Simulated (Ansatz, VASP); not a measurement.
**One calculation of Cs3Ga, two programs**

```xyz
4
Lattice="5.4351 0.0000 0.0000 -2.7175 4.7069 0.0000 0.0000 0.0000 13.3759" Properties=species:S:1:pos:R:3 pbc="T T T"
Cs    0.0000    3.1379    2.1753
Cs    0.0000    0.0000    6.6880
Cs    2.7175    1.5690   11.2006
Ga    0.0000    0.0000    0.0000
```

Alike in both runs: functional PBE; k mesh 12 × 12 × 4; occupations gaussian, width 0.1 eV; no spin polarisation.

Ansatz relaxed the structure, and its values are those at the end. VASP's run is a single point on that final structure, the one shown.

|  | VASP | Ansatz |
| --- | --- | --- |
| version | VASP 6.6.1 | Ansatz 0.2.0 |
| potentials or method | VASP PAW PBE potentials, release 64 (Cs_sv, Ga_d), cutoff 520 eV | scalar-relativistic, plane waves, PAW |
| valence electrons in the cell | 40 | 40 |

|  | VASP | Ansatz | Ansatz less VASP |
| --- | --- | --- | --- |
| gap on the k mesh at the Fermi level (eV) | none | none | - |
| pressure (GPa) | 0.0 | 0.0 | 0.00 |

A gap of «none» marks a metal or a gap that the smearing closes. With one functional, cell and mesh, what is left measures potentials, basis and numerics.

Spin-orbit coupling is off throughout.
